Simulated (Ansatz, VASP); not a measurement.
## Two plane-wave programs on Zn3O

```
Zn O
1.0
    -1.64774    1.64774    5.11862
     1.64774   -1.64774    5.11862
     1.64774    1.64774   -5.11862
Zn O
3 1
Direct
  0.50000 0.50000 0.00000
  0.25000 0.75000 0.50000
  0.75000 0.25000 0.50000
  0.00000 0.00000 0.00000
```

Alike in both runs: functional PBE; k mesh 6 × 6 × 6; occupations gaussian, width 0.1 eV; no spin polarisation.

Ansatz relaxed the structure, and its values are those at the end. VASP's run is a single point on that final structure, the one shown.

|  | VASP | Ansatz |
| --- | --- | --- |
| version | VASP 6.6.1 | Ansatz 0.2.0 |
| potentials or method | VASP PAW PBE potentials, release 64 (Zn, O), cutoff 520 eV | scalar-relativistic, plane waves, PAW |
| valence electrons in the cell | 42 | 42 |

|  | VASP | Ansatz | Ansatz less VASP |
| --- | --- | --- | --- |
| gap on the k mesh at the Fermi level (eV) | none | none | - |
| pressure (GPa) | 0.5 | 0.1 | -0.39 |

A gap of «none» marks a metal or a gap that the smearing closes. The functional is the same, so the differences come from potentials, cutoffs and numerics.

The k mesh is coarse, so the values compare programs but aren't converged.
